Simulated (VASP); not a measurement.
# Ge (I4_1/amd) in VASP: a series of runs, part 2 of 2

VASP 6.6.1. The steps go on from the part before.

**4. Single point, PBE (strain +0.0150 x Voigt [0, 1, 0, 0, 0, 0])**

File INCAR:

```
PREC = Accurate
ENCUT = 520
EDIFF = 1E-6
ISMEAR = 0
SIGMA = 0.15
LREAL = False
LASPH = True
NELM = 100
ALGO = Normal
ISIF = 2
LWAVE = False
LCHARG = False
GGA = PE
NBANDS = 21
```

File KPOINTS:

```
regular mesh
0
Gamma
  18 18 18
```

File POSCAR:

```
Ge
1.0
    0.0000000000      2.9237427935      2.8805347719
    2.8805347719      0.0000000000      2.8805347719
    2.8805347719      2.9237427935      0.0000000000
Ge
2
Direct
    0.5000000000      0.5000000000      0.5000000000
    0.7500000000      0.7500000000      0.7500000000
```

Potentials or basis: VASP PAW PBE potentials, release 64 (Ge_d).

On the command line:

```
$ cat potpaw_PBE.64/Ge_d/POTCAR > POTCAR
$ mpirun -np 1 vasp_std > vasp.out
```

OUTCAR:

```text
PREC = Accurate
   ENCUT = 520
   EDIFF = 1E-6
   ISMEAR = 0
   LREAL = False
   LASPH = True
   NELM = 100
   ISIF = 2
   GGA = PE

 ion  position               nearest neighbor table
   1  0.500  0.500  0.500-   2 2.51   2 2.51   2 2.51   2 2.51
   2  0.750  0.750  0.750-   1 2.51   1 2.51   1 2.51   1 2.51

  LATTYP: Found a body centered tetragonal cell.
 ALAT       =     4.0736913413
 C/A-ratio  =     1.4354267658

  Lattice vectors:

 A1 = (   0.0000000000,  -2.9237427935,   2.8805347719)
 A2 = (   0.0000000000,  -2.9237427935,  -2.8805347719)
 A3 = (   2.8805347719,   2.9237427935,   0.0000000000)

Analysis of symmetry for initial positions (statically):
=====================================================================
 Subroutine PRICEL returns:
 Original cell was already a primitive cell.

 Routine SETGRP: Setting up the symmetry group for a
 body centered tetragonal supercell.

 Subroutine GETGRP returns: Found 16 space group operations
 (whereof  8 operations were pure point group operations)
 out of a pool of 16 trial point group operations.

The static configuration has the point symmetry D_2d.
 The point group associated with its full space group is D_4h.

Analysis of symmetry for dynamics (positions and initial velocities):
=====================================================================
 Subroutine PRICEL returns:
 Original cell was already a primitive cell.

 Routine SETGRP: Setting up the symmetry group for a
 body centered tetragonal supercell.

 Subroutine GETGRP returns: Found 16 space group operations
 (whereof  8 operations were pure point group operations)
 out of a pool of 16 trial point group operations.

The dynamic configuration has the point symmetry D_2d.
 The point group associated with its full space group is D_4h.

 Subroutine INISYM returns: Found 16 space group operations
 (whereof  8 operations are pure point group operations),
 and found     1 'primitive' translations

----------------------------------------------------------------------------------------
[... 111 lines left out ...]
   IMIX   =      4    mixing-type and parameters
     AMIX     =   0.40;   BMIX     =  1.00
     AMIX_MAG =   1.60;   BMIX_MAG =  1.00
  volume/ion in A,a.u.               =      24.26       163.71
  Fermi-wavevector in a.u.,A,eV,Ry     =   1.362979  2.575656 25.275688  1.857711
  Thomas-Fermi vector in A             =   2.489421
   LORBIT       =      0    0 simple, 1 ext, 2 COOP (PROOUT), +10 PAW based schemes
   GGA     = PE    functional components
   LHFCALC =     F    Hartree Fock is set to
   AEXX    =    0.0000 exact exchange contribution
   IVDW    =     0    specifies the selected vdW correction
   LEPSILON=     F    determine dielectric tensor
   LRPA    =     F    only Hartree local field effects (RPA)
 non-spin polarized calculation
 Gauss-broadening in eV      SIGMA  =   0.15
  energy-cutoff  :      520.00
  volume of cell :       48.52
 maximum number of plane-waves:      1324
   NGX = 15   NGY = 15   NGZ = 15

 number of electron      27.9999992 magnetization

 Free energy of the ion-electron system (eV)
  ---------------------------------------------------
  ext. energy  EPLUGINS =         0.00000000
  ---------------------------------------------------
  free energy    TOTEN  =        -9.03414069 eV

  energy without entropy =       -9.03339326  energy(sigma->0) =       -9.03376697

 E-fermi :   4.3486     XC(G=0):  -9.6019

 val. band max:        4.3461522257   @ k =   0.4444   0.0000   0.0000
 cond. band min:       4.3786236053   @ k =   0.0000   0.0000   0.0000
 fundamental gap:      0.0324713797
 Fermi energy:         4.3485643471

 k-point     1 :       0.0000    0.0000    0.0000
  band No.  band energies     occupation
      1     -20.3891      2.00000
      2     -20.3891      2.00000
      3     -20.3865      2.00000
      4     -20.3573      2.00000
      5     -20.3569      2.00000
      6     -20.1850      2.00000
[... 565 lines left out ...]
     20      12.3187      0.00000
     21      13.1573      0.00000

 [... further k-points ...]

------------------------ aborting loop because EDIFF is reached ----------------------------------------

  FORCE on cell =-STRESS in cart. coord.  units (eV):
  Direction    XX          YY          ZZ          XY          YZ          ZX
  --------------------------------------------------------------------------------------
  -------------------------------------------------------------------------------------
  Total       -0.1827929     -0.4872628     -0.1827929      0.0000000      0.0000000      0.0000000
  in kB       -6.0360743    -16.0900869     -6.0360743      0.0000000      0.0000000      0.0000000
  external PRESSURE =      -9.3874118 kB  Pullay stress =       0.0000000 kB

 VOLUME and BASIS-vectors are now :
 -----------------------------------------------------------------------------
  energy-cutoff  :      520.00
  volume of cell :       48.52
      direct lattice vectors                 reciprocal lattice vectors
     0.000000000  2.923742794  2.880534772    -0.173578880  0.171013675  0.173578880
     2.880534772  0.000000000  2.880534772     0.173578880 -0.171013675  0.173578880
     2.880534772  2.923742794  0.000000000     0.173578880  0.171013675 -0.173578880

 POSITION                                       TOTAL-FORCE (eV/Angst)
 -----------------------------------------------------------------------------------
      2.88053      2.92374      2.88053         0.000000     -0.000000      0.000000
      4.32080      4.38561      4.32080        -0.000000      0.000000     -0.000000
 -----------------------------------------------------------------------------------
    total drift:                               -0.000000     -0.000000      0.000000

  FREE ENERGIE OF THE ION-ELECTRON SYSTEM (eV)
  ---------------------------------------------------
  free  energy   TOTEN  =        -9.0341406873 eV

  energy  without entropy=       -9.0333932588  energy(sigma->0) =       -9.03376697
```

stdout:

```text
POSCAR found type information on POSCAR Ge
 POSCAR found :  1 types and       2 ions
 scaLAPACK will be used
 LDA part: xc-table for (Slater+PW92), standard interpolation
 POSCAR, INCAR and KPOINTS ok, starting setup
 FFT: planning ... GRIDC
 FFT: planning ... GRID_SOFT
 FFT: planning ... GRID
 WAVECAR not read
 entering main loop
```

Wall time 6.1 min (1 thread of Intel Xeon 8259CL, shared host); peak memory 0.48 GiB.

What came out:

```
Free energy            : -9.0341 eV
Pressure               : -0.9 GPa
Band gap on the k mesh : zero (bands 14 and 15 overlap by 0.06 eV)
```

Levels at points of the mesh, in eV from the Fermi level:
| k point | band 11 | band 12 | band 13 | band 14 | band 15 | band 16 | band 17 | band 18 |
| --- | --- | --- | --- | --- | --- | --- | --- | --- |
| (0.00, 0.00, 0.00) | -12.27 | -0.59 | -0.08 | 0.03 | 0.03 | 2.49 | 2.49 | 2.56 |
| (0.50, 0.00, 0.00) | -10.35 | -7.31 | -1.37 | -1.25 | -0.03 | 3.66 | 3.74 | 7.08 |
| (0.50, 0.50, 0.00) | -8.62 | -8.62 | -2.88 | -2.88 | 0.79 | 0.79 | 8.94 | 8.94 |
| (0.50, 0.00, 0.50) | -8.69 | -8.69 | -2.78 | -2.78 | 0.90 | 0.90 | 8.93 | 8.93 |

Caveat: the cell differs from its parent crystal (strain +0.0150 x Voigt [0, 1, 0, 0, 0, 0]); semilocal functionals underestimate gaps, and a narrow one can read as zero.

**5. The runs side by side**

```tsv
cell	gap on the mesh (eV)	pressure (GPa)
a = 4.084, b = 4.074 Å, angles 60.1, 59.8, 60.1°, 2 atoms	none	-0.4
a = 4.094, b = 4.074 Å, angles 60.2, 59.7, 60.2°, 2 atoms	none	-0.7
a = 4.104, b = 4.074 Å, angles 60.2, 59.5, 60.2°, 2 atoms	none	-0.9
```

Alike in all rows: task single point; level PBE; potentials or basis VASP PAW PBE potentials, release 64 (Ge_d); no spin polarisation; k mesh 18 × 18 × 18; cutoff (eV) 520; smearing gaussian 0.15 eV.

Caveats: semilocal functionals underestimate gaps, and a narrow one can read as zero.

Total energies depend on the potentials used, so only differences within one code and one set of settings carry meaning.

The gap in the log of VASP goes by the Fermi energy; the results here count the filled bands.